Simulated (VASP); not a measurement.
A run of VASP 6.6.1 is set up as follows.

File POSCAR:

```
Rh
1.0
    0.0000000000      1.9029860900      1.9029860900
    1.9029860900      0.0000000000      1.9029860900
    1.9029860900      1.9029860900      0.0000000000
Rh
1
Direct
    0.0000000000      0.0000000000      0.0000000000
```

Contents of INCAR.step1:

```
SYSTEM = Rh
  PREC = Accurate
  ENCUT = 600
  ISMEAR = 0
  SIGMA = 0.1
  LREAL = .False.
  LASPH = .True.
  NELM = 100
  GGA = PE
  ALGO = Normal
  EDIFF = 1E-4
  LWAVE = .True.
  LCHARG = .False.
```

Contents of INCAR.step2:

```
SYSTEM = Rh
  PREC = Accurate
  ENCUT = 600
  EDIFF = 1E-6
  ISMEAR = 0
  SIGMA = 0.1
  LREAL = .False.
  LASPH = .True.
  NELM = 100
  ALGO = Normal
  ISIF = 3
  LWAVE = .False.
  LCHARG = .False.
  METAGGA = R2SCAN
  LMIXTAU = .True.
  IBRION = 2
  NSW = 100
  EDIFFG = -0.002
  ISTART = 1
```

The input KPOINTS:

```
Automatic mesh
0
Gamma
  24 24 24
  0 0 0
```

Potentials or basis: VASP PAW PBE potentials, release 64 (Rh_pv).

Run with:

```bash
$ cat potpaw_PBE.64/Rh_pv/POTCAR > POTCAR
$ cp INCAR.step1 INCAR
$ mpirun -np 1 vasp_std > vasp.out
$ cp INCAR.step2 INCAR
$ mpirun -np 1 vasp_std > vasp.out
```

Q: What does it give for the relaxed volume?

A: 13.77 Å³/atom.

Q: Estimate the band gap on the k mesh.

A: Zero (an odd number of electrons rules out a gap without spin polarisation).

Q: What does it give for the relaxed cell?

A: a = 2.691 Å, b = 2.691 Å, c = 2.691 Å, α = 60.00°, β = 60.00°, γ = 60.00°.

Final structure:
```
Rh
1.0
     0.00000    1.90250    1.90250
     1.90250    0.00000    1.90250
     1.90250    1.90250    0.00000
Rh
1
Direct
  0.00000 0.00000 0.00000
```

Caveat: the PAW data sets were made with another functional, which shifts forces and pressure a little.
